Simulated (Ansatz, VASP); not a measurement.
# Re in VASP and in Ansatz

```
Re
1.0
     2.76080    0.00000    0.00000
    -1.38040    2.39092    0.00000
     0.00000    0.00000    4.45820
Re
2
Direct
  0.66667 0.33333 0.75000
  0.33333 0.66667 0.25000
```

Alike in both runs: task single point; functional PBE; k mesh 11 × 11 × 6; occupations gaussian, width 0.017 eV; no spin polarisation.

```csv
,VASP,Ansatz
version,VASP 6.6.1,Ansatz 0.2.0
potentials or method,"VASP PAW PBE potentials, release 64 (Re), cutoff 600 eV","all-electron LAPW, scalar-relativistic"
```

VASP gave:

| Item | Value |
| --- | --- |
| gap on the k mesh at the Fermi level (eV) | none |
| pressure (GPa) | 5.5 |
| traceless stress, the component that is largest in VASP (GPa) | -0.65 |

Q: Estimate Ansatz's values.

A: gap on the k mesh at the Fermi level (eV): none; pressure (GPa): 5.9; traceless stress, the component that is largest in VASP (GPa): -0.53.

A gap of «none» marks a metal or a gap that the smearing closes. Ansatz ran all-electron here, and VASP with PAW potentials.

Neither program's run includes spin-orbit coupling.
